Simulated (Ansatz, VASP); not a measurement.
Two plane-wave programs on Mo3N

```
Mo N
1.0
     3.68576    0.00000    0.00000
     0.00000    3.68576    0.00000
     0.00000    0.00000    3.68576
Mo N
3 1
Direct
  0.00000 0.50000 0.50000
  0.50000 0.00000 0.50000
  0.50000 0.50000 0.00000
  0.00000 0.00000 0.00000
```

Alike in both runs: task relaxation of cell and atoms; functional PBE; k mesh 6 × 6 × 6; occupations gaussian, width 0.1 eV; no spin polarisation.

|  | VASP | Ansatz |
| --- | --- | --- |
| version | VASP 6.6.1 | Ansatz 0.2.0 |
| potentials or method | VASP PAW PBE potentials, release 64 (Mo_sv, N), cutoff 600 eV | scalar-relativistic, plane waves, PAW |
| valence electrons in the cell | 47 | 47 |

Ansatz gave:

- gap on the k mesh at the Fermi level, each at its own relaxed structure (eV): none
- relaxed volume (Å³/atom): 13.71
- relaxed cell length with the largest relative difference (Å): 3.799

**Question.** Which values does VASP return?

**Answer.** gap on the k mesh at the Fermi level, each at its own relaxed structure (eV): none; relaxed volume (Å³/atom): 13.76; relaxed cell length with the largest relative difference (Å): 3.804.

A gap of «none» marks a metal or a gap that the smearing closes.
